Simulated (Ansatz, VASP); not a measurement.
## One calculation of Yb3InC, two programs

```
Yb In C
1.0
     5.16255    0.00000    0.00000
     0.00000    5.16255    0.00000
     0.00000    0.00000    5.16255
Yb In C
3 1 1
Direct
  0.00000 0.50000 0.50000
  0.50000 0.50000 0.00000
  0.50000 0.00000 0.50000
  0.00000 0.00000 0.00000
  0.50000 0.50000 0.50000
```

Alike in both runs: task single point; functional PBE; k mesh 5 × 5 × 5; occupations fermi-dirac, width 0.05 eV; collinear spin.

```csv
,VASP,Ansatz
version,VASP 6.6.1,Ansatz 0.2.0
potentials or method,"VASP PAW PBE potentials, release 64 (Yb, In_d, C)",Ansatz PAW
plane-wave cutoff (eV),520,420
valence electrons in the cell,89,89
```

```tsv
	VASP	Ansatz	Ansatz less VASP
gap on the k mesh at the Fermi level (eV)	none	none	-
pressure (GPa)	-5.2	-5.5	-0.29
net moment per atom (μB)	0.01	0.00	-0.008
```

A gap of «none» marks a metal or a gap that the smearing closes. With one functional, cell and mesh, what is left measures potentials, basis and numerics.

Spin-orbit coupling is off throughout.
